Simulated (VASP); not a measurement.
# TiH (Fm-3m) in VASP: notebook

The runs below take TiH through single point, with LDA.

Everything below comes from runs of VASP 6.6.1. Logs are shortened: lines on timing, memory, paths and dates and some standing lists are left out, and cuts for length are marked.

### Step 1. The cell of the first run

It takes space group Fm-3m (No. 225, cubic). Conventional cell: a = 4.221 Å, b = 4.221 Å, c = 4.221 Å, α = 90.00°, β = 90.00°, γ = 90.00°. Ti (site symmetry m-3m) has 6 H at 2.11 Å within 2.8 Å. Within 2.8 Å of H (site symmetry m-3m) lie 6 Ti at 2.11 Å.

### Step 2. Single point, LDA

INCAR reads:

```
  PREC = Accurate
  ENCUT = 500
  EDIFF = 1E-6
  ISMEAR = -1
  SIGMA = 0.1
  LREAL = F
  LASPH = T
  NELM = 120
  ALGO = Normal
  ISIF = 2
  LWAVE = F
  LCHARG = F
  GGA = CA
  NBANDS = 14
  GGA_COMPAT = F
```

KPOINTS reads:

```
regular mesh
0
Gamma
  12 12 12
```

POSCAR reads:

```
TiH
1.0
    0.0000000000      2.1103884150      2.1103884150
    2.1103884150      0.0000000000      2.1103884150
    2.1103884150      2.1103884150      0.0000000000
Ti H
1 1
Direct
    0.0000000000      0.0000000000      0.0000000000
    0.5000000000      0.5000000000      0.5000000000
```

Potentials or basis: VASP PAW LDA potentials, release 64 (Ti_sv, H).

Started as:

```
$ cat potpaw_LDA.64/Ti_sv/POTCAR potpaw_LDA.64/H/POTCAR > POTCAR
$ mpirun -np 1 vasp_std > vasp.out
```

OUTCAR:

```text
PREC = Accurate
   ENCUT = 500
   EDIFF = 1E-6
   ISMEAR = -1
   LREAL = F
   LASPH = T
   NELM = 120
   ISIF = 2
   GGA = CA

 ion  position               nearest neighbor table
   1  0.000  0.000  0.000-
   2  0.500  0.500  0.500-

  LATTYP: Found a face centered cubic cell.
 ALAT       =     4.2207768300

  Lattice vectors:

 A1 = (   0.0000000000,   2.1103884150,   2.1103884150)
 A2 = (   2.1103884150,   0.0000000000,   2.1103884150)
 A3 = (   2.1103884150,   2.1103884150,   0.0000000000)

Analysis of symmetry for initial positions (statically):
=====================================================================
 Subroutine PRICEL returns:
 Original cell was already a primitive cell.

 Routine SETGRP: Setting up the symmetry group for a
 face centered cubic supercell.

 Subroutine GETGRP returns: Found 48 space group operations
 (whereof 48 operations were pure point group operations)
 out of a pool of 48 trial point group operations.

The static configuration has the point symmetry O_h .

Analysis of symmetry for dynamics (positions and initial velocities):
=====================================================================
 Subroutine PRICEL returns:
 Original cell was already a primitive cell.

 Routine SETGRP: Setting up the symmetry group for a
 face centered cubic supercell.

 Subroutine GETGRP returns: Found 48 space group operations
 (whereof 48 operations were pure point group operations)
 out of a pool of 48 trial point group operations.

The dynamic configuration has the point symmetry O_h .

 Subroutine INISYM returns: Found 48 space group operations
 (whereof 48 operations are pure point group operations),
 and found     1 'primitive' translations

----------------------------------------------------------------------------------------

                                     Primitive cell

  volume of cell :      18.7982

  direct lattice vectors                    reciprocal lattice vectors
     0.000000000  2.110388415  2.110388415    -0.236923211  0.236923211  0.236923211
     2.110388415  0.000000000  2.110388415     0.236923211 -0.236923211  0.236923211
     2.110388415  2.110388415  0.000000000     0.236923211  0.236923211 -0.236923211

  length of vectors
     2.984539918  2.984539918  2.984539918     0.410363039  0.410363039  0.410363039

  position of ions in fractional coordinates (direct lattice)
     0.000000000  0.000000000  0.000000000
     0.500000000  0.500000000  0.500000000

  ion indices of the primitive-cell ions
   primitive index   ion index
                 1           1
[... 72 lines left out ...]
   NELM   =    120;   NELMIN=  2; NELMDL= -5     # of ELM steps
   EDIFF  = 0.1E-05   stopping-criterion for ELM
   LREAL  =      F    real-space projection
[... 7 lines left out ...]
   TEBEG  =    0.0;   TEEND  =   0.0 temperature during run
   PSTRESS=    0.0 pullay stress
   NELECT =      13.0000    total number of electrons
   NUPDOWN=      -1.0000    fix difference up-down
   EMIN   =  10.00;   EMAX   =-10.00  energy-range for DOS
   EFERMI =   0.00;   METHOD = LEGACY
   ISMEAR =    -1;   SIGMA  =   0.10  broadening in eV -4-tet -1-fermi 0-gaus
   EFERMI_NEDOS =   21; number of points for ismear=-14 and -15
   IALGO  =     38    algorithm
   IMIX   =      4    mixing-type and parameters
     AMIX     =   0.40;   BMIX     =  1.00
     AMIX_MAG =   1.60;   BMIX_MAG =  1.00
  volume/ion in A,a.u.               =       9.40        63.43
  Fermi-wavevector in a.u.,A,eV,Ry     =   1.447717  2.735788 28.516224  2.095883
  Thomas-Fermi vector in A             =   2.565640
   LORBIT       =      0    0 simple, 1 ext, 2 COOP (PROOUT), +10 PAW based schemes
   GGA     = CA    functional components
   LHFCALC =     F    Hartree Fock is set to
   AEXX    =    0.0000 exact exchange contribution
   IVDW    =     0    specifies the selected vdW correction
   LEPSILON=     F    determine dielectric tensor
   LRPA    =     F    only Hartree local field effects (RPA)
 non-spin polarized calculation
  energy-cutoff  :      500.00
  volume of cell :       18.80
 maximum number of plane-waves:       531
 NGX is ok and might be reduce to    24
   NGX = 11   NGY = 11   NGZ = 11

 number of electron      13.0000000 magnetization

 Free energy of the ion-electron system (eV)
  ---------------------------------------------------
  ext. energy  EPLUGINS =         0.00000000
  ---------------------------------------------------
  free energy    TOTEN  =       -12.86970922 eV

  energy without entropy =      -12.80676882  energy(sigma->0) =      -12.83823902

 E-fermi :   8.2487     XC(G=0): -12.0571

 val. band max:        8.2317896059   @ k =  -0.4167   0.1667   0.0000
 cond. band min:       8.2553164248   @ k =   0.5000   0.1667   0.0000
 fundamental gap:      0.0235268189
 Fermi energy:         8.2487004089

 k-point     1 :       0.0000    0.0000    0.0000
  band No.  band energies     occupation
      1     -47.8294      2.00000
      2     -24.1684      2.00000
      3     -24.1684      2.00000
      4     -24.1684      2.00000
      5      -1.0140      2.00000
      6       8.8940      0.00315
      7       8.8940      0.00315
      8       8.8940      0.00315
      9      10.2767      0.00000
     10      10.2767      0.00000
     11      18.7184      0.00000
     12      22.7472      0.00000
     13      24.2522      0.00000
     14      24.2522      0.00000
[... 377 lines left out ...]
      1     -47.7198      2.00000
      2     -24.6945      2.00000
      3     -24.3421      2.00000
      4     -24.2597      2.00000
      5       3.0017      2.00000
      6       5.8820      2.00000
      7       8.2318      1.08435
      8       8.9430      0.00193
      9      11.1887      0.00000
     10      11.7584      0.00000
     11      15.0138      0.00000
     12      17.5722      0.00000
     13      22.5161      0.00000
     14      23.5370      0.00000

 [... further k-points ...]
[... 5 lines left out ...]
  --------------------------------------------------------------------------------------
  -------------------------------------------------------------------------------------
  Total       -1.3221218     -1.3221218     -1.3221218     -0.0000000     -0.0000000      0.0000000
  in kB     -112.6846776   -112.6846776   -112.6846776     -0.0000000     -0.0000000      0.0000000
  external PRESSURE =    -112.6846776 kB  Pullay stress =       0.0000000 kB

 VOLUME and BASIS-vectors are now :
 -----------------------------------------------------------------------------
  energy-cutoff  :      500.00
  volume of cell :       18.80
      direct lattice vectors                 reciprocal lattice vectors
     0.000000000  2.110388415  2.110388415    -0.236923211  0.236923211  0.236923211
     2.110388415  0.000000000  2.110388415     0.236923211 -0.236923211  0.236923211
     2.110388415  2.110388415  0.000000000     0.236923211  0.236923211 -0.236923211

 POSITION                                       TOTAL-FORCE (eV/Angst)
 -----------------------------------------------------------------------------------
      0.00000      0.00000      0.00000        -0.000000      0.000000      0.000000
      2.11039      2.11039      2.11039         0.000000     -0.000000     -0.000000
 -----------------------------------------------------------------------------------
    total drift:                                0.000000     -0.000000     -0.000000

  FREE ENERGIE OF THE ION-ELECTRON SYSTEM (eV)
  ---------------------------------------------------
  free  energy   TOTEN  =       -12.8697092231 eV

  energy  without entropy=      -12.8067688216  energy(sigma->0) =      -12.83823902
```

OSZICAR:

```text
N       E                     dE             d eps       ncg     rms          rms(c)
DAV:   1     0.918121190675E+02    0.91812E+02   -0.63129E+03  2024   0.102E+03
DAV:   2    -0.998101684721E+01   -0.10179E+03   -0.98026E+02  2160   0.287E+02
DAV:   3    -0.144002054237E+02   -0.44192E+01   -0.43713E+01  2606   0.608E+01
DAV:   4    -0.144885363414E+02   -0.88331E-01   -0.88255E-01  2302   0.773E+00
DAV:   5    -0.144905102232E+02   -0.19739E-02   -0.19738E-02  2366   0.107E+00    0.102E+01
DAV:   6    -0.129043778105E+02    0.15861E+01   -0.20824E+00  2226   0.237E+01    0.212E+00
DAV:   7    -0.128725735116E+02    0.31804E-01   -0.14816E-01  2312   0.297E+00    0.123E+00
DAV:   8    -0.128690756840E+02    0.34978E-02   -0.32381E-02  2192   0.213E+00    0.296E-01
DAV:   9    -0.128696717783E+02   -0.59609E-03   -0.21995E-03  2454   0.452E-01    0.962E-02
DAV:  10    -0.128697099923E+02   -0.38214E-04   -0.14372E-04  2174   0.140E-01    0.422E-02
DAV:  11    -0.128697099300E+02    0.62324E-07   -0.44495E-05  2196   0.699E-02    0.855E-03
DAV:  12    -0.128697092231E+02    0.70691E-06   -0.21258E-06  2310   0.192E-02
   1 F= -.12869709E+02 E0= -.12838239E+02  d E =-.629404E-01
```

stdout:

```text
POSCAR found type information on POSCAR TiH
 POSCAR found :  2 types and       2 ions
 scaLAPACK will be used
 LDA part: xc-table for (Slater(with rela. corr.)+CA(PZ))
 , standard interpolation
 POSCAR, INCAR and KPOINTS ok, starting setup
 FFT: planning ... GRIDC
 FFT: planning ... GRID_SOFT
 FFT: planning ... GRID
 WAVECAR not read
 entering main loop
```

Wall time 26 s (1 thread of Intel Xeon 8259CL, shared host); peak memory 0.14 GiB.

What came out:

| Item | Value |
| --- | --- |
| Free energy | -12.8697 eV |
| Pressure | -11.3 GPa |

### Step 3. Single point, LDA

This run uses another cell than the first one, of 9.67 Å³/atom, 1.029 times its volume.

INCAR reads:

```
ALGO = Normal
EDIFF = 1E-6
ENCUT = 500
GGA = CA
GGA_COMPAT = False
ISIF = 2
ISMEAR = -1
LASPH = True
LCHARG = False
LREAL = False
LWAVE = False
NBANDS = 14
NELM = 120
PREC = Accurate
SIGMA = 0.1
```

KPOINTS reads:

```
k-points
0
Gamma
  12 12 12
```

POSCAR reads:

```
TiH
1.0
    0.0000000000      2.1306818562      2.1306818562
    2.1306818562      0.0000000000      2.1306818562
    2.1306818562      2.1306818562      0.0000000000
Ti H
1 1
Direct
    0.0000000000      0.0000000000      0.0000000000
    0.5000000000      0.5000000000      0.5000000000
```

Potentials or basis: VASP PAW LDA potentials, release 64 (Ti_sv, H).

Started as:

```
$ cat potpaw_LDA.64/Ti_sv/POTCAR potpaw_LDA.64/H/POTCAR > POTCAR
$ mpirun -np 1 vasp_std > vasp.out
```

OUTCAR:

```text
EDIFF = 1E-6
   ENCUT = 500
   GGA = CA
   ISIF = 2
   ISMEAR = -1
   LASPH = True
   LREAL = False
   NELM = 120
   PREC = Accurate

 ion  position               nearest neighbor table
   1  0.000  0.000  0.000-
   2  0.500  0.500  0.500-

  LATTYP: Found a face centered cubic cell.
 ALAT       =     4.2613637124

  Lattice vectors:

 A1 = (   0.0000000000,   2.1306818562,   2.1306818562)
 A2 = (   2.1306818562,   0.0000000000,   2.1306818562)
 A3 = (   2.1306818562,   2.1306818562,   0.0000000000)

Analysis of symmetry for initial positions (statically):
=====================================================================
 Subroutine PRICEL returns:
 Original cell was already a primitive cell.

 Routine SETGRP: Setting up the symmetry group for a
 face centered cubic supercell.

 Subroutine GETGRP returns: Found 48 space group operations
 (whereof 48 operations were pure point group operations)
 out of a pool of 48 trial point group operations.

The static configuration has the point symmetry O_h .

Analysis of symmetry for dynamics (positions and initial velocities):
[... 166 lines left out ...]
 k-point     1 :       0.0000    0.0000    0.0000
  band No.  band energies     occupation
      1     -48.1770      2.00000
      2     -24.5409      2.00000
      3     -24.5409      2.00000
      4     -24.5409      2.00000
      5      -1.1825      2.00000
      6       8.5808      0.00356
      7       8.5808      0.00356
      8       8.5808      0.00356
      9       9.9073      0.00000
     10       9.9073      0.00000
     11      18.1442      0.00000
     12      22.2975      0.00000
     13      23.7036      0.00000
     14      23.7036      0.00000
[... 377 lines left out ...]
      1     -48.0800      2.00000
      2     -25.0180      2.00000
      3     -24.6990      2.00000
      4     -24.6244      2.00000
      5       2.7680      2.00000
      6       5.6359      2.00000
      7       7.9339      1.06949
      8       8.6285      0.00221
      9      10.7852      0.00000
     10      11.3324      0.00000
     11      14.4660      0.00000
     12      17.0455      0.00000
     13      21.8850      0.00000
     14      22.8864      0.00000

 [... further k-points ...]
[... 5 lines left out ...]
  --------------------------------------------------------------------------------------
  -------------------------------------------------------------------------------------
  Total       -1.7331176     -1.7331176     -1.7331176      0.0000000     -0.0000000      0.0000000
  in kB     -143.5333392   -143.5333392   -143.5333392      0.0000000     -0.0000000      0.0000000
  external PRESSURE =    -143.5333392 kB  Pullay stress =       0.0000000 kB

 VOLUME and BASIS-vectors are now :
 -----------------------------------------------------------------------------
  energy-cutoff  :      500.00
  volume of cell :       19.35
      direct lattice vectors                 reciprocal lattice vectors
     0.000000000  2.130681856  2.130681856    -0.234666662  0.234666662  0.234666662
     2.130681856  0.000000000  2.130681856     0.234666662 -0.234666662  0.234666662
     2.130681856  2.130681856  0.000000000     0.234666662  0.234666662 -0.234666662

 POSITION                                       TOTAL-FORCE (eV/Angst)
 -----------------------------------------------------------------------------------
      0.00000      0.00000      0.00000         0.000000      0.000000      0.000000
      2.13068      2.13068      2.13068        -0.000000      0.000000     -0.000000
 -----------------------------------------------------------------------------------
    total drift:                                0.000000     -0.000000     -0.000000

  FREE ENERGIE OF THE ION-ELECTRON SYSTEM (eV)
  ---------------------------------------------------
  free  energy   TOTEN  =       -12.8265144825 eV

  energy  without entropy=      -12.7623670186  energy(sigma->0) =      -12.79444075
```

OSZICAR:

```text
N       E                     dE             d eps       ncg     rms          rms(c)
DAV:   1     0.913781697120E+02    0.91378E+02   -0.62648E+03  2022   0.100E+03
DAV:   2    -0.101770157284E+02   -0.10156E+03   -0.97688E+02  2094   0.287E+02
DAV:   3    -0.143962386509E+02   -0.42192E+01   -0.41705E+01  2634   0.603E+01
DAV:   4    -0.144841468525E+02   -0.87908E-01   -0.87833E-01  2266   0.772E+00
DAV:   5    -0.144861340869E+02   -0.19872E-02   -0.19869E-02  2402   0.108E+00    0.996E+00
DAV:   6    -0.128591668263E+02    0.16270E+01   -0.21892E+00  2250   0.240E+01    0.198E+00
DAV:   7    -0.128302876287E+02    0.28879E-01   -0.14827E-01  2270   0.298E+00    0.119E+00
DAV:   8    -0.128258823035E+02    0.44053E-02   -0.29438E-02  2254   0.202E+00    0.281E-01
DAV:   9    -0.128264709848E+02   -0.58868E-03   -0.18668E-03  2400   0.400E-01    0.885E-02
DAV:  10    -0.128265124441E+02   -0.41459E-04   -0.11788E-04  2208   0.115E-01    0.403E-02
DAV:  11    -0.128265150747E+02   -0.26306E-05   -0.48435E-05  2130   0.726E-02    0.845E-03
DAV:  12    -0.128265144825E+02    0.59222E-06   -0.26108E-06  2388   0.204E-02
   1 F= -.12826514E+02 E0= -.12794441E+02  d E =-.641475E-01
```

stdout:

```text
POSCAR found type information on POSCAR TiH
 POSCAR found :  2 types and       2 ions
 scaLAPACK will be used
 LDA part: xc-table for (Slater(with rela. corr.)+CA(PZ))
 , standard interpolation
 POSCAR, INCAR and KPOINTS ok, starting setup
 FFT: planning ... GRIDC
 FFT: planning ... GRID_SOFT
 FFT: planning ... GRID
 WAVECAR not read
 entering main loop
```

It took 23 s on 1 thread of Intel Xeon 8259CL, shared host; peak memory 0.14 GiB.

What came out:

| Quantity | Value |
| --- | --- |
| Free energy | -12.8265 eV |
| Pressure | -14.4 GPa |

Levels at points of the mesh, in eV from the Fermi level:
```tsv
k point	band 2	band 3	band 4	band 5	band 6	band 7	band 8	band 9	band 10	band 11
(0.00, 0.00, 0.00)	-32.49	-32.49	-32.49	-9.13	0.63	0.63	0.63	1.96	1.96	10.20
(0.50, 0.00, 0.00)	-33.02	-32.55	-32.55	-4.85	-2.96	0.24	0.24	3.03	3.03	6.63
(0.50, 0.50, 0.00)	-32.97	-32.67	-32.67	-6.44	-1.70	1.49	2.93	3.36	3.36	6.22
```
